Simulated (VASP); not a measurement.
A run of VASP 6.6.1 is set up as follows.

The input INCAR:

```
  PREC = Accurate
  ENCUT = 520
  EDIFF = 1E-7
  ISMEAR = 0
  SIGMA = 0.05
  LREAL = F
  LASPH = T
  NELM = 60
  ALGO = Normal
  ISIF = 2
  LWAVE = F
  LCHARG = F
  GGA = PE
  NBANDS = 12
```

The input KPOINTS:

```
regular mesh
0
Gamma
  10 10 10
```

File POSCAR:

```
LiCl
1.0
    0.0000000000      2.5647700000      2.5647700000
    2.5647700000      0.0000000000      2.5647700000
    2.5647700000      2.5647700000      0.0000000000
Li Cl
1 1
Direct
    0.0000000000      0.0000000000      0.0000000000
    0.5000000000      0.5000000000      0.5000000000
```

Potentials or basis: VASP PAW PBE potentials, release 64 (Li_sv, Cl).

Run with:

```bash
$ cat potpaw_PBE.64/Li_sv/POTCAR potpaw_PBE.64/Cl/POTCAR > POTCAR
$ mpirun -np 1 vasp_std > vasp.out
```

Problem. What does it give for the band gap on the k mesh?

Solution. 6.34 eV.

 PBE gaps usually lie below the measured ones, often by a third to a half.
